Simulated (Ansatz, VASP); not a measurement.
Two plane-wave programs on SnC3

```xyz
4
Lattice="2.9789 0.0000 0.0000 0.0000 2.9789 0.0000 0.0000 0.0000 4.6435" Properties=species:S:1:pos:R:3 pbc="T T T"
C     1.4894    0.0000    3.8094
C     1.4894    1.4894    0.0000
C     0.0000    1.4894    0.8341
Sn    0.0000    0.0000    2.3218
```

Alike in both runs: task single point; functional PBEsol; k mesh 6 × 6 × 4; occupations tetrahedron; no spin polarisation.

```csv
,VASP,Ansatz
version,VASP 6.6.1,Ansatz 0.2.0
potentials or method,"VASP PAW PBE potentials, release 64 (C, Sn_d)",plane waves
plane-wave cutoff (eV),520,420
valence electrons in the cell,26,26
```

Ansatz gave:

| Item | Value |
| --- | --- |
| gap on the k mesh at the Fermi level (eV) | 0.32 |
| pressure (GPa) | -3.1 |
| traceless stress, the component that is largest in VASP (GPa) | 0.29 |
| rms of the force components (eV/Å) | 0.133 |

What did VASP give for the same quantities?

gap on the k mesh at the Fermi level (eV): 0.32; pressure (GPa): -3.0; traceless stress, the component that is largest in VASP (GPa): 0.18; rms of the force components (eV/Å): 0.127.

VASP's potentials were made for PBE, not for PBEsol. Atom by atom the forces differ by 0.006 eV/Å (rms over components). Ansatz's warnings: band table not solved further, tetrahedron derivatives may miss energy slope.
